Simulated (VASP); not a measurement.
# SnSe (Fm-3m) in VASP: single point with PBE

Aim: the single point of SnSe with PBE.

Program: VASP 6.6.1. These are calculated values, not measurements. Logs are shortened: lines on timing, memory, paths and dates and some standing lists are left out, and cuts for length are marked.

## (1) The cell of the first run

The structure is cubic, space group Fm-3m (No. 225). Conventional cell: a = 5.970 Å, b = 5.970 Å, c = 5.970 Å, α = 90.00°, β = 90.00°, γ = 90.00°. Sn (site symmetry m-3m) has 6 Se at 2.98 Å within 3.9 Å. Se (site symmetry m-3m) has 6 Sn at 2.98 Å within 3.9 Å.

## (2) Single point, PBE, non-collinear spin, zero start, spin-orbit coupling

The input, INCAR:

```
  ALGO = Normal
  EDIFF = 1E-6
  ENCUT = 520
  GGA = PE
  GGA_COMPAT = F
  ISIF = 2
  ISMEAR = -1
  LASPH = T
  LCHARG = F
  LORBIT = 11
  LORBMOM = T
  LREAL = F
  LSORBIT = T
  LWAVE = F
  MAGMOM = 0 0 0 0 0 0
  NBANDS = 32
  NELM = 150
  PREC = Accurate
  SIGMA = 0.02
```

The input, KPOINTS:

```
k-points
0
Gamma
  8 8 8
```

The input, POSCAR:

```
SnSe
1.0
    0.0000000000      2.9848894932      2.9848894932
    2.9848894932      0.0000000000      2.9848894932
    2.9848894932      2.9848894932      0.0000000000
Sn Se
1 1
Direct
    0.0000000000      0.0000000000      0.0000000000
    0.5000000000      0.5000000000      0.5000000000
```

Potentials or basis: VASP PAW PBE potentials, release 64 (Sn_d, Se).

Launch:

```console
$ cat potpaw_PBE.64/Sn_d/POTCAR potpaw_PBE.64/Se/POTCAR > POTCAR
$ mpirun -np 1 vasp_ncl > vasp.out
```

OUTCAR:

```text
EDIFF = 1E-6
   ENCUT = 520
   GGA = PE
   ISIF = 2
   ISMEAR = -1
   LASPH = T
   LORBIT = 11
   LREAL = F
   LSORBIT = T
   NELM = 150
   PREC = Accurate

 ion  position               nearest neighbor table
   1  0.000  0.000  0.000-   2 2.98   2 2.98   2 2.98   2 2.98   2 2.98   2 2.98
   2  0.500  0.500  0.500-   1 2.98   1 2.98   1 2.98   1 2.98   1 2.98   1 2.98

  LATTYP: Found a face centered cubic cell.
 ALAT       =     5.9697789864

  Lattice vectors:

 A1 = (   0.0000000000,   2.9848894932,   2.9848894932)
 A2 = (   2.9848894932,   0.0000000000,   2.9848894932)
 A3 = (   2.9848894932,   2.9848894932,   0.0000000000)

Analysis of symmetry for initial positions (statically):
=====================================================================
 Subroutine PRICEL returns:
 Original cell was already a primitive cell.

 Routine SETGRP: Setting up the symmetry group for a
 face centered cubic supercell.

 Subroutine GETGRP returns: Found 48 space group operations
 (whereof 48 operations were pure point group operations)
 out of a pool of 48 trial point group operations.

The static configuration has the point symmetry O_h .

Analysis of symmetry for dynamics (positions and initial velocities):
=====================================================================
 Subroutine PRICEL returns:
 Original cell was already a primitive cell.

 Routine SETGRP: Setting up the symmetry group for a
 face centered cubic supercell.

 Subroutine GETGRP returns: Found 48 space group operations
 (whereof 48 operations were pure point group operations)
 out of a pool of 48 trial point group operations.

The dynamic configuration has the point symmetry O_h .

Analysis of structural, dynamic, and magnetic symmetry:
=====================================================================
 Subroutine PRICEL returns:
 Original cell was already a primitive cell.

 Routine SETGRP: Setting up the symmetry group for a
 face centered cubic supercell.

 Subroutine GETGRP returns: Found 48 space group operations
 (whereof 48 operations were pure point group operations)
 out of a pool of 48 trial point group operations.

The overall configuration has the point symmetry O_h .

 Subroutine INISYM returns: Found 48 space group operations
 (whereof 48 operations are pure point group operations),
 and found     1 'primitive' translations

----------------------------------------------------------------------------------------

                                     Primitive cell

  volume of cell :      53.1881

  direct lattice vectors                    reciprocal lattice vectors
     0.000000000  2.984889493  2.984889493    -0.167510389  0.167510389  0.167510389
     2.984889493  0.000000000  2.984889493     0.167510389 -0.167510389  0.167510389
     2.984889493  2.984889493  0.000000000     0.167510389  0.167510389 -0.167510389

  length of vectors
     4.221271203  4.221271203  4.221271203     0.290136504  0.290136504  0.290136504

  position of ions in fractional coordinates (direct lattice)
     0.000000000  0.000000000  0.000000000
     0.500000000  0.500000000  0.500000000

  ion indices of the primitive-cell ions
   primitive index   ion index
                 1           1
                 2           2

----------------------------------------------------------------------------------------

 KPOINTS: k-points

Automatic generation of k-mesh.
 Grid dimensions read from file:
 generate k-points for:    8    8    8

 Generating k-lattice:

  Cartesian coordinates                     Fractional coordinates (reciprocal lattice)
    -0.020938799  0.020938799  0.020938799     0.125000000  0.000000000  0.000000000
[... 96 lines left out ...]

 number of electron      20.0000008 magnetization       0.0000000      0.0000000     -0.0000000

 number of electron      20.0000008 magnetization      -0.0000000     -0.0000000      0.0000000

 Free energy of the ion-electron system (eV)
  ---------------------------------------------------
  ext. energy  EPLUGINS =         0.00000000
  ---------------------------------------------------
  free energy    TOTEN  =        -8.26979540 eV

  energy without entropy =       -8.26979540  energy(sigma->0) =       -8.26979540

 E-fermi :   6.1477     XC(G=0):  -9.7142

 val. band max:        5.8049677566   @ k =   0.5000   0.0000   0.0000
 cond. band min:       6.5290587108   @ k =  -0.3750   0.1250   0.0000
 fundamental gap:      0.7240909542
 Fermi energy:         6.1476860593

 k-point     1 :       0.0000    0.0000    0.0000
  band No.  band energies     occupation
      1     -16.3425      1.00000
      2     -16.3425      1.00000
      3     -16.3425      1.00000
      4     -16.3425      1.00000
      5     -15.3072      1.00000
      6     -15.3072      1.00000
[... 829 lines left out ...]
     31      16.7419      0.00000
     32      16.7429      0.00000

 [... further k-points ...]

------------------------ aborting loop because EDIFF is reached ----------------------------------------

  FORCE on cell =-STRESS in cart. coord.  units (eV):
  Direction    XX          YY          ZZ          XY          YZ          ZX
  --------------------------------------------------------------------------------------
  -------------------------------------------------------------------------------------
  Total        0.7608576      0.7608576      0.7608576     -0.0000000      0.0000000     -0.0000000
  in kB       22.9191854     22.9191854     22.9191854     -0.0000000      0.0000000     -0.0000000
  external PRESSURE =      22.9191854 kB  Pullay stress =       0.0000000 kB

 VOLUME and BASIS-vectors are now :
 -----------------------------------------------------------------------------
  energy-cutoff  :      520.00
  volume of cell :       53.19
      direct lattice vectors                 reciprocal lattice vectors
     0.000000000  2.984889493  2.984889493    -0.167510389  0.167510389  0.167510389
     2.984889493  0.000000000  2.984889493     0.167510389 -0.167510389  0.167510389
     2.984889493  2.984889493  0.000000000     0.167510389  0.167510389 -0.167510389

 POSITION                                       TOTAL-FORCE (eV/Angst)
 -----------------------------------------------------------------------------------
      0.00000      0.00000      0.00000        -0.000000      0.000000     -0.000000
      2.98489      2.98489      2.98489         0.000000      0.000000      0.000000
 -----------------------------------------------------------------------------------
    total drift:                                0.000000     -0.000000     -0.000000

  FREE ENERGIE OF THE ION-ELECTRON SYSTEM (eV)
  ---------------------------------------------------
  free  energy   TOTEN  =        -8.2697953988 eV

  energy  without entropy=       -8.2697953984  energy(sigma->0) =       -8.26979540

 orbital moment (x)

 # of ion     p       d       tot
 ----------------------------------------
  1         0.000   0.000   0.000
  2         0.000   0.000   0.000
 ----------------------------------------
            0.000   0.000   0.000

 orbital moment (y)

 # of ion     p       d       tot
 ----------------------------------------
  1         0.000   0.000   0.000
  2         0.000  -0.000  -0.000
 ----------------------------------------
            0.000   0.000   0.000

 orbital moment (z)

 # of ion     p       d       tot
 ----------------------------------------
  1         0.000  -0.000  -0.000
  2        -0.000   0.000  -0.000
 ----------------------------------------
           -0.000  -0.000  -0.000

 Spin-Orbit-Coupling matrix elements

 Ion:    1  E_soc:     -0.0887326
 l=   1
     0.0000000    -0.0086630    -0.0086630
    -0.0086630     0.0000000    -0.0086630
    -0.0086630    -0.0086630     0.0000000
 l=   2
     0.0000000    -0.0012224     0.0000000    -0.0012224    -0.0049034
    -0.0012224     0.0000000    -0.0036775    -0.0012224    -0.0012258
     0.0000000    -0.0036775     0.0000000    -0.0036775     0.0000000
    -0.0012224    -0.0012224    -0.0036775     0.0000000    -0.0012258
    -0.0049034    -0.0012258     0.0000000    -0.0012258     0.0000000
 l=   3
     0.0000000     0.0000000     0.0000000     0.0000000     0.0000000     0.0000000     0.0000000
     0.0000000     0.0000000     0.0000000     0.0000000     0.0000000     0.0000000     0.0000000
     0.0000000     0.0000000     0.0000000     0.0000000     0.0000000     0.0000000     0.0000000
     0.0000000     0.0000000     0.0000000     0.0000000     0.0000000     0.0000000     0.0000000
     0.0000000     0.0000000     0.0000000     0.0000000     0.0000000     0.0000000     0.0000000
     0.0000000     0.0000000     0.0000000     0.0000000     0.0000000     0.0000000     0.0000000
     0.0000000     0.0000000     0.0000000     0.0000000     0.0000000     0.0000000     0.0000000

 Ion:    2  E_soc:     -0.0424546
 l=   1
     0.0000000    -0.0070860    -0.0070860
    -0.0070860     0.0000000    -0.0070860
    -0.0070860    -0.0070860     0.0000000
 l=   2
     0.0000000    -0.0000017     0.0000000    -0.0000017     0.0000119
    -0.0000017     0.0000000     0.0000089    -0.0000017     0.0000030
     0.0000000     0.0000089     0.0000000     0.0000089     0.0000000
    -0.0000017    -0.0000017     0.0000089     0.0000000     0.0000030
     0.0000119     0.0000030     0.0000000     0.0000030     0.0000000
 l=   3
     0.0000000     0.0000000     0.0000000     0.0000000     0.0000000     0.0000000     0.0000000
     0.0000000     0.0000000     0.0000000     0.0000000     0.0000000     0.0000000     0.0000000
     0.0000000     0.0000000     0.0000000     0.0000000     0.0000000     0.0000000     0.0000000
     0.0000000     0.0000000     0.0000000     0.0000000     0.0000000     0.0000000     0.0000000
     0.0000000     0.0000000     0.0000000     0.0000000     0.0000000     0.0000000     0.0000000
     0.0000000     0.0000000     0.0000000     0.0000000     0.0000000     0.0000000     0.0000000
     0.0000000     0.0000000     0.0000000     0.0000000     0.0000000     0.0000000     0.0000000

 total charge

# of ion       s       p       d       tot
------------------------------------------
    1        1.387   0.687   9.993  12.067
    2        1.479   2.299   0.028   3.806
--------------------------------------------------
tot          2.866   2.986  10.022  15.873

 magnetization (x)

# of ion       s       p       d       tot
------------------------------------------
    1        0.000   0.000   0.000   0.000
    2       -0.000   0.000  -0.000  -0.000
--------------------------------------------------
tot          0.000   0.000  -0.000   0.000

 magnetization (y)

# of ion       s       p       d       tot
------------------------------------------
    1        0.000   0.000  -0.000   0.000
    2        0.000   0.000   0.000   0.000
--------------------------------------------------
tot          0.000   0.000  -0.000   0.000

 magnetization (z)

# of ion       s       p       d       tot
------------------------------------------
    1        0.000   0.000  -0.000  -0.000
    2       -0.000   0.000   0.000  -0.000
--------------------------------------------------
tot         -0.000   0.000  -0.000  -0.000
```

It took 2.2 min on 1 thread of Intel Xeon 8259CL, shared host; peak memory 0.35 GiB.

Results:

| Item | Value |
| --- | --- |
| Free energy | -8.2698 eV |
| Pressure | 2.3 GPa |
| Net moment | 0.00 μB per cell |
| Valence electrons inside the program's atomic spheres | Sn 12.07; Se 3.81 |

Moments on the atoms (μB; x, y, z):
```
Sn  0.00 0.00 0.00
Se  0.00 0.00 0.00
```
